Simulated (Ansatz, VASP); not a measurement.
**Ga4SbAs in VASP and in Ansatz**

```xyz
6
Lattice="8.3108 0.0000 0.0000 0.0000 8.3108 0.0000 0.0000 0.0000 5.3989" Properties=species:S:1:pos:R:3 pbc="T T T"
Ga    2.7512    0.0000    0.0000
Ga    5.5595    0.0000    0.0000
Ga    0.0000    5.5595    0.0000
Ga    0.0000    2.7512    0.0000
Sb    0.0000    0.0000    0.0000
As    0.0000    0.0000    2.6995
```

Alike in both runs: functional PBE; k mesh 6 × 6 × 8; occupations gaussian, width 0.1 eV; no spin polarisation.

Ansatz relaxed the structure, and its values are those at the end. VASP's run is a single point on that final structure, the one shown.

|  | VASP | Ansatz |
| --- | --- | --- |
| version | VASP 6.6.1 | Ansatz 0.2.0 |
| potentials or method | VASP PAW PBE potentials, release 64 (Ga_d, Sb, As), cutoff 520 eV | scalar-relativistic, plane waves, PAW |
| valence electrons in the cell | 62 | 82 |

|  | VASP | Ansatz | Ansatz less VASP |
| --- | --- | --- | --- |
| gap on the k mesh at the Fermi level (eV) | none | none | - |
| pressure (GPa) | 0.0 | 0.0 | -0.03 |
| rms of the force components (eV/Å) | 0.004 | 0.000 | -0.0034 |

A gap of «none» marks a metal or a gap that the smearing closes. The functional is the same, so the differences come from potentials, cutoffs and numerics. VASP's potentials hold 62 valence electrons a cell and Ansatz's 82, so a difference there can come from the potentials and not from the codes.

Spin-orbit coupling is off throughout.
